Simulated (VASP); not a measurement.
A run of VASP 6.6.1:

The input POSCAR:

```
Ag
1.0
   -1.6103805100      1.6535326600      1.6181576800
    1.6593070500     -1.6605473000      1.6740988600
    1.6393304800      1.6894972700     -1.6251723200
Ag
1
Direct
    0.0000000000      0.0000000000      0.0000000000
```

File INCAR.step1:

```
ALGO = Normal ; EDIFF = 1E-5
ENCUT = 520 ; GGA = PE
ISIF = 2 ; ISMEAR = -1
LASPH = T ; LCHARG = F
LREAL = F ; LWAVE = T
NBANDS = 12 ; NELM = 80
PREC = Accurate ; SIGMA = 0.05
```

INCAR.step2

```
AEXX = 0.25 ; ALGO = Normal
EDIFF = 1E-7 ; ENCUT = 520
GGA = PE ; ISIF = 2
ISMEAR = -1 ; ISTART = 1
LASPH = T ; LCHARG = F
LHFCALC = T ; LREAL = F
LWAVE = F ; NBANDS = 12
NELM = 80 ; PREC = Accurate
PRECFOCK = Normal ; SIGMA = 0.05
```

The input KPOINTS:

```
k-points
0
Gamma
  6 6 6
```

Potentials or basis: VASP PAW PBE potentials, release 64 (Ag).

Run with:

```bash
$ cat potpaw_PBE.64/Ag/POTCAR > POTCAR
$ cp INCAR.step1 INCAR
$ mpirun -np 1 vasp_std > vasp.out
$ cp INCAR.step2 INCAR
$ mpirun -np 1 vasp_std > vasp.out
```

Hardware: 1 thread of Oxide Virtual Turin-like Processor, on a shared host.

Q: Estimate the wall time of this run.

A: Run time: 93 min on 1 thread of Oxide Virtual Turin-like Processor, on a shared host, peak memory 0.14 GiB. Counts: k points 112.
